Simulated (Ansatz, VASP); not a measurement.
# One calculation of H, two programs

```
H
1.0
     5.52511    0.00000    0.00000
    -2.76256    4.78489    0.00000
     0.00000    0.00000    0.98894
H
2
Direct
  0.33333 0.66667 0.25000
  0.66667 0.33333 0.75000
```

Alike in both runs: functional PBEsol; k mesh 6 × 6 × 22; occupations gaussian, width 0.02 eV; no spin polarisation.

Ansatz relaxed the structure, and its values are those at the end. VASP's run is a single point on that final structure, the one shown.

|  | VASP | Ansatz |
| --- | --- | --- |
| version | VASP 6.6.1 | Ansatz 0.2.0 |
| potentials or method | VASP PAW PBE potentials, release 64 (H), cutoff 520 eV | scalar-relativistic, plane waves, PAW |
| valence electrons in the cell | 2 | 2 |

```tsv
	VASP	Ansatz	Ansatz less VASP
pressure (GPa)	-0.1	0.0	+0.13
```

VASP's potentials were made for PBE, not for PBEsol. With one functional, cell and mesh, what is left measures potentials, basis and numerics.
